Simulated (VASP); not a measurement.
# PbW (Fm-3m) in VASP: further runs, part 2 of 3

VASP 6.6.1. The steps go on from the part before.

## Step 3: Single point, PBE

This run uses another cell than the first one, of 23.80 Å³/atom.

Contents of INCAR:

```
  PREC = Accurate
  ENCUT = 520
  EDIFF = 1E-6
  ISMEAR = 0
  SIGMA = 0.1
  LREAL = False
  LASPH = True
  NELM = 80
  ALGO = Normal
  ISIF = 2
  LWAVE = False
  LCHARG = False
  GGA = PE
  NBANDS = 21
```

Contents of KPOINTS:

```
Automatic mesh
0
Gamma
  6 6 6
```

Contents of POSCAR:

```
PbW
1.0
    0.0000000000      2.8762700402      2.8762700402
    2.8762700402      0.0000000000      2.8762700402
    2.8762700402      2.8762700402      0.0000000000
Pb W
1 1
Direct
    0.0000000000      0.0000000000      0.0000000000
    0.5000000000      0.5000000000      0.5000000000
```

Potentials or basis: VASP PAW PBE potentials, release 64 (Pb_d, W_sv).

On the command line:

```console
> cat potpaw_PBE.64/Pb_d/POTCAR potpaw_PBE.64/W_sv/POTCAR > POTCAR
> mpirun -np 1 vasp_std > vasp.out
```

Wall time 25 s (1 thread of Intel Xeon Platinum 8259CL at 2.50GHz (Skylake/Cascade Lake), shared host); peak memory 0.17 GiB.

Results (log left out):

| Item | Value |
| --- | --- |
| Free energy | -12.6168 eV |
| Pressure | -4.4 GPa |
| Band gap on the k mesh | zero (bands 14 and 15 overlap by 1.01 eV) |

Levels at points of the mesh, in eV from the Fermi level:
```tsv
k point	band 11	band 12	band 13	band 14	band 15	band 16	band 17	band 18
(0.00, 0.00, 0.00)	-0.81	-0.81	-0.81	-0.14	-0.14	3.02	3.02	3.02
(0.50, 0.00, 0.00)	-5.62	-2.60	-2.60	0.12	0.12	0.37	4.58	6.93
(0.50, 0.50, 0.00)	-3.38	-1.85	-0.02	-0.02	0.36	0.61	0.61	0.86
```

Caveat: the cell stands under tension; spin-orbit coupling is left out, which moves the levels of the heavy elements.

## Step 4: Relaxation of cell and atoms, PBE

This run uses another cell than the first one, of 23.80 Å³/atom.

Contents of INCAR:

```
  PREC = Accurate
  ENCUT = 600
  EDIFF = 1E-6
  ISMEAR = 0
  SIGMA = 0.1
  LREAL = F
  LASPH = T
  NELM = 100
  ALGO = Normal
  ISIF = 3
  LWAVE = F
  LCHARG = F
  GGA = PE
  IBRION = 2
  NSW = 90
  EDIFFG = -0.04
```

KPOINTS is that of step 3.

POSCAR is that of step 3.

Potentials or basis: VASP PAW PBE potentials, release 64 (Pb_d, W_sv).

On the command line:

```console
> cat potpaw_PBE.64/Pb_d/POTCAR potpaw_PBE.64/W_sv/POTCAR > POTCAR
> mpirun -np 1 vasp_std > vasp.out
```

OUTCAR:

```text
PREC = Accurate
   ENCUT = 600
   EDIFF = 1E-6
   ISMEAR = 0
   LREAL = F
   LASPH = T
   NELM = 100
   ISIF = 3
   GGA = PE
   IBRION = 2
   NSW = 90
   EDIFFG = -0.04

 ion  position               nearest neighbor table
   1  0.000  0.000  0.000-   2 2.88   2 2.88   2 2.88   2 2.88   2 2.88   2 2.88
   2  0.500  0.500  0.500-   1 2.88   1 2.88   1 2.88   1 2.88   1 2.88   1 2.88

  LATTYP: Found a face centered cubic cell.
 ALAT       =     5.7525400804

  Lattice vectors:

 A1 = (   0.0000000000,   2.8762700402,   2.8762700402)
 A2 = (   2.8762700402,   0.0000000000,   2.8762700402)
 A3 = (   2.8762700402,   2.8762700402,   0.0000000000)

Analysis of symmetry for initial positions (statically):
=====================================================================
 Subroutine PRICEL returns:
 Original cell was already a primitive cell.

 Routine SETGRP: Setting up the symmetry group for a
 face centered cubic supercell.

 Subroutine GETGRP returns: Found 48 space group operations
 (whereof 48 operations were pure point group operations)
[... 139 lines left out ...]
 non-spin polarized calculation
 Gauss-broadening in eV      SIGMA  =   0.10
  energy-cutoff  :      600.00
  volume of cell :       47.59
 maximum number of plane-waves:      1639
   NGX = 17   NGY = 17   NGZ = 17

--------------------------------------- Ionic step        1  -------------------------------------------

 number of electron      28.0000002 magnetization

 Free energy of the ion-electron system (eV)
  ---------------------------------------------------
  ext. energy  EPLUGINS =         0.00000000
  ---------------------------------------------------
  free energy    TOTEN  =       -12.61692875 eV

  energy without entropy =      -12.59892037  energy(sigma->0) =      -12.60792456

------------------------ aborting loop because EDIFF is reached ----------------------------------------

  FORCE on cell =-STRESS in cart. coord.  units (eV):
  Direction    XX          YY          ZZ          XY          YZ          ZX
  --------------------------------------------------------------------------------------
  -------------------------------------------------------------------------------------
  Total       -1.2831815     -1.2831815     -1.2831815     -0.0000000      0.0000000      0.0000000
  in kB      -43.1995966    -43.1995966    -43.1995966     -0.0000000      0.0000000      0.0000000
  external PRESSURE =     -43.1995966 kB  Pullay stress =       0.0000000 kB
[... 59 lines left out ...]
--------------------------------------- Ionic step        3  -------------------------------------------

 number of electron      28.0000001 magnetization

 Free energy of the ion-electron system (eV)
  ---------------------------------------------------
  ext. energy  EPLUGINS =         0.00000000
  ---------------------------------------------------
  free energy    TOTEN  =       -12.64464306 eV

  energy without entropy =      -12.62824094  energy(sigma->0) =      -12.63644200

 E-fermi :   8.6579     XC(G=0): -11.5404

 val. band max:        8.6307483435   @ k =   0.5000   0.5000   0.0000
 cond. band min:       8.6620972997   @ k =   0.1667   0.1667   0.0000
 fundamental gap:      0.0313489562
 Fermi energy:         8.6579411065

 k-point     1 :       0.0000    0.0000    0.0000
  band No.  band energies     occupation
      1     -65.7059      2.00000
      2     -29.9085      2.00000
      3     -29.9085      2.00000
      4     -29.9085      2.00000
      5      -8.2600      2.00000
      6      -8.2600      2.00000
[... 354 lines left out ...]
  FREE ENERGIE OF THE ION-ELECTRON SYSTEM (eV)
  ---------------------------------------------------
  free  energy   TOTEN  =       -12.6446430585 eV

  energy  without entropy=      -12.6282409446  energy(sigma->0) =      -12.63644200

 reached required accuracy - stopping structural energy minimisation
```

It took 47 s on 1 thread of Intel Xeon Platinum 8259CL at 2.50GHz (Skylake/Cascade Lake), shared host; peak memory 0.19 GiB.

Results:

* Free energy: -12.6446 eV
* Relaxed volume: 22.82 Å³/atom
* Relaxed cell: a = 4.011 Å, b = 4.011 Å, c = 4.011 Å, α = 60.00°, β = 60.00°, γ = 60.00°
* Space group after relaxing (to 0.1 Å): Fm-3m (No. 225)
* Energy gained by relaxing: 13.9 meV/atom
* Ionic steps: 3
* Pressure after relaxing: 0.0 GPa
* Band gap on the k mesh: zero (bands 14 and 15 overlap by 1.05 eV)

Step by step:
```tsv
step	energy change (eV)	largest force (eV/Å)	pressure (GPa)	volume (Å³)
1	0.0000	0.0000	-4.32	47.59
2	0.0182	0.0000	6.72	43.31
3	-0.0277	0.0000	-0.04	45.64
```

Final structure:
```
Pb W
1.0
     0.00000    2.83640    2.83640
     2.83640    0.00000    2.83640
     2.83640    2.83640    0.00000
Pb W
1 1
Direct
  0.00000 0.00000 0.00000
  0.50000 0.50000 0.50000
```

Levels at points of the mesh, in eV from the Fermi level:
```csv
k point,band 11,band 12,band 13,band 14,band 15,band 16,band 17,band 18
"(0.00, 0.00, 0.00)",-0.87,-0.87,-0.87,-0.11,-0.11,3.15,3.15,3.15
"(0.50, 0.00, 0.00)",-5.84,-2.74,-2.74,0.11,0.11,0.40,4.71,7.15
"(0.50, 0.50, 0.00)",-3.54,-1.97,-0.03,-0.03,0.42,0.64,0.64,1.03
```

Caveat: spin-orbit coupling is left out, which moves the levels of the heavy elements.

## Step 5: Single point, PBE

This run uses another cell than the first one, of 22.83 Å³/atom.

Contents of INCAR:

```
PREC = Accurate ; ENCUT = 520
EDIFF = 1E-7 ; ISMEAR = 0
SIGMA = 0.1 ; LREAL = F
LASPH = T ; NELM = 80
ALGO = Fast ; ISIF = 2
LWAVE = F ; LCHARG = F
GGA = PE ; NBANDS = 21
```

Contents of KPOINTS:

```
regular mesh
0
Gamma
  16 16 16
```

Contents of POSCAR:

```
PbW
1.0
    0.0000000000      2.8369248459      2.8369248459
    2.8369248459      0.0000000000      2.8369248459
    2.8369248459      2.8369248459      0.0000000000
Pb W
1 1
Direct
    0.0000000000      0.0000000000      0.0000000000
    0.5000000000      0.5000000000      0.5000000000
```

Potentials or basis: VASP PAW PBE potentials, release 64 (Pb_d, W_sv).

On the command line:

```console
> cat potpaw_PBE.64/Pb_d/POTCAR potpaw_PBE.64/W_sv/POTCAR > POTCAR
> mpirun -np 1 vasp_std > vasp.out
```

OUTCAR:

```text
PREC = Accurate
   ENCUT = 520
   EDIFF = 1E-7
   ISMEAR = 0
   LREAL = F
   LASPH = T
   NELM = 80
   ISIF = 2
   GGA = PE

 ion  position               nearest neighbor table
   1  0.000  0.000  0.000-   2 2.84   2 2.84   2 2.84   2 2.84   2 2.84   2 2.84
   2  0.500  0.500  0.500-   1 2.84   1 2.84   1 2.84   1 2.84   1 2.84   1 2.84

  LATTYP: Found a face centered cubic cell.
 ALAT       =     5.6738496918

  Lattice vectors:

 A1 = (   0.0000000000,   2.8369248459,   2.8369248459)
 A2 = (   2.8369248459,   0.0000000000,   2.8369248459)
 A3 = (   2.8369248459,   2.8369248459,   0.0000000000)

Analysis of symmetry for initial positions (statically):
=====================================================================
 Subroutine PRICEL returns:
 Original cell was already a primitive cell.

 Routine SETGRP: Setting up the symmetry group for a
 face centered cubic supercell.

 Subroutine GETGRP returns: Found 48 space group operations
 (whereof 48 operations were pure point group operations)
 out of a pool of 48 trial point group operations.

The static configuration has the point symmetry O_h .

Analysis of symmetry for dynamics (positions and initial velocities):
=====================================================================
 Subroutine PRICEL returns:
 Original cell was already a primitive cell.

 Routine SETGRP: Setting up the symmetry group for a
 face centered cubic supercell.

 Subroutine GETGRP returns: Found 48 space group operations
 (whereof 48 operations were pure point group operations)
 out of a pool of 48 trial point group operations.

The dynamic configuration has the point symmetry O_h .

 Subroutine INISYM returns: Found 48 space group operations
 (whereof 48 operations are pure point group operations),
 and found     1 'primitive' translations

----------------------------------------------------------------------------------------

                                     Primitive cell
[... 108 lines left out ...]
   IALGO  =     68    algorithm
   IMIX   =      4    mixing-type and parameters
     AMIX     =   0.40;   BMIX     =  1.00
     AMIX_MAG =   1.60;   BMIX_MAG =  1.00
  volume/ion in A,a.u.               =      22.83       154.08
  Fermi-wavevector in a.u.,A,eV,Ry     =   1.390816  2.628261 26.318690  1.934369
  Thomas-Fermi vector in A             =   2.514715
   LORBIT       =      0    0 simple, 1 ext, 2 COOP (PROOUT), +10 PAW based schemes
   GGA     = PE    functional components
   LHFCALC =     F    Hartree Fock is set to
   AEXX    =    0.0000 exact exchange contribution
   IVDW    =     0    specifies the selected vdW correction
   LEPSILON=     F    determine dielectric tensor
   LRPA    =     F    only Hartree local field effects (RPA)
 non-spin polarized calculation
 RMM-DIIS sequential band-by-band and
 Gauss-broadening in eV      SIGMA  =   0.10
  energy-cutoff  :      520.00
  volume of cell :       45.66
 maximum number of plane-waves:      1249
 NGX is ok and might be reduce to    30
   NGX = 15   NGY = 15   NGZ = 15

 number of electron      28.0000003 magnetization

 Free energy of the ion-electron system (eV)
  ---------------------------------------------------
  ext. energy  EPLUGINS =         0.00000000
  ---------------------------------------------------
  free energy    TOTEN  =       -12.63559676 eV

  energy without entropy =      -12.61621964  energy(sigma->0) =      -12.62590820

 E-fermi :   8.6558     XC(G=0): -11.5367

 val. band max:        8.6536117689   @ k =  -0.3750   0.1875   0.0000
 cond. band min:       8.6594088243   @ k =  -0.2500   0.3750   0.1250
 fundamental gap:      0.0057970554
 Fermi energy:         8.6557781530

 k-point     1 :       0.0000    0.0000    0.0000
  band No.  band energies     occupation
      1     -65.7146      2.00000
      2     -29.9171      2.00000
      3     -29.9171      2.00000
      4     -29.9171      2.00000
      5      -8.2526      2.00000
      6      -8.2526      2.00000
[... 565 lines left out ...]
     20      15.8175      0.00000
     21      18.7046      0.00000

 [... further k-points ...]

------------------------ aborting loop because EDIFF is reached ----------------------------------------

  FORCE on cell =-STRESS in cart. coord.  units (eV):
  Direction    XX          YY          ZZ          XY          YZ          ZX
  --------------------------------------------------------------------------------------
  -------------------------------------------------------------------------------------
  Total        0.0159415      0.0159415      0.0159415      0.0000000      0.0000000     -0.0000000
  in kB        0.5593290      0.5593290      0.5593290      0.0000000      0.0000000     -0.0000000
  external PRESSURE =       0.5593290 kB  Pullay stress =       0.0000000 kB

 VOLUME and BASIS-vectors are now :
 -----------------------------------------------------------------------------
  energy-cutoff  :      520.00
  volume of cell :       45.66
      direct lattice vectors                 reciprocal lattice vectors
     0.000000000  2.836924846  2.836924846    -0.176247179  0.176247179  0.176247179
     2.836924846  0.000000000  2.836924846     0.176247179 -0.176247179  0.176247179
     2.836924846  2.836924846  0.000000000     0.176247179  0.176247179 -0.176247179

 POSITION                                       TOTAL-FORCE (eV/Angst)
 -----------------------------------------------------------------------------------
      0.00000      0.00000      0.00000         0.000000     -0.000000      0.000000
      2.83692      2.83692      2.83692        -0.000000      0.000000     -0.000000
 -----------------------------------------------------------------------------------
    total drift:                                0.000000      0.000000      0.000000

  FREE ENERGIE OF THE ION-ELECTRON SYSTEM (eV)
  ---------------------------------------------------
  free  energy   TOTEN  =       -12.6355967582 eV

  energy  without entropy=      -12.6162196445  energy(sigma->0) =      -12.62590820
```

OSZICAR:

```text
N       E                     dE             d eps       ncg     rms          rms(c)
DAV:   1     0.292881981998E+03    0.29288E+03   -0.15757E+04  6274   0.162E+03
DAV:   2     0.160737474552E+01   -0.29127E+03   -0.28394E+03  6270   0.447E+02
DAV:   3    -0.129503994354E+02   -0.14558E+02   -0.14108E+02  7558   0.110E+02
DAV:   4    -0.133527678774E+02   -0.40237E+00   -0.39992E+00  7089   0.182E+01
DAV:   5    -0.133666839782E+02   -0.13916E-01   -0.13914E-01  8449   0.342E+00    0.112E+01
RMM:   6    -0.126638745361E+02    0.70281E+00   -0.14571E+00  7024   0.728E+00    0.311E+00
RMM:   7    -0.126375506741E+02    0.26324E-01   -0.16840E-01  8546   0.458E+00    0.140E+00
RMM:   8    -0.126352594899E+02    0.22912E-02   -0.60168E-02  8005   0.174E+00    0.219E-01
RMM:   9    -0.126355774951E+02   -0.31801E-03   -0.11175E-02  9527   0.106E+00    0.132E-01
RMM:  10    -0.126357621141E+02   -0.18462E-03   -0.26191E-03  8027   0.443E-01    0.761E-02
RMM:  11    -0.126355812988E+02    0.18082E-03   -0.71824E-04  8619   0.308E-01    0.879E-03
RMM:  12    -0.126355974495E+02   -0.16151E-04   -0.23477E-04 10454   0.133E-01    0.150E-02
RMM:  13    -0.126355971100E+02    0.33954E-06   -0.20644E-05  9521   0.430E-02    0.354E-03
RMM:  14    -0.126355967598E+02    0.35014E-06   -0.47592E-06  9531   0.209E-02    0.229E-03
RMM:  15    -0.126355967793E+02   -0.19448E-07   -0.11158E-06  8467   0.111E-02    0.899E-04
RMM:  16    -0.126355967582E+02    0.21105E-07   -0.27281E-07  6359   0.549E-03
   1 F= -.12635597E+02 E0= -.12625908E+02  d E =-.193771E-01
```

It took 4.4 min on 1 thread of Intel Xeon Platinum 8259CL at 2.50GHz (Skylake/Cascade Lake), shared host; peak memory 0.27 GiB.

Results:

| Quantity | Value |
| --- | --- |
| Free energy | -12.6356 eV |
| Pressure | 0.1 GPa |
| Band gap on the k mesh | zero (bands 14 and 15 overlap by 1.12 eV) |

Levels at points of the mesh, in eV from the Fermi level:
| k point | band 11 | band 12 | band 13 | band 14 | band 15 | band 16 | band 17 | band 18 |
| --- | --- | --- | --- | --- | --- | --- | --- | --- |
| (0.00, 0.00, 0.00) | -0.87 | -0.87 | -0.87 | -0.12 | -0.12 | 3.15 | 3.15 | 3.15 |
| (0.50, 0.00, 0.00) | -5.84 | -2.75 | -2.75 | 0.10 | 0.10 | 0.39 | 4.70 | 7.15 |
| (0.50, 0.50, 0.00) | -3.54 | -1.97 | -0.03 | -0.03 | 0.41 | 0.63 | 0.63 | 1.02 |

Caveat: spin-orbit coupling is left out, which moves the levels of the heavy elements.

[end of part 2 of 3]

The gap in the log of VASP goes by the Fermi energy; the results here count the filled bands.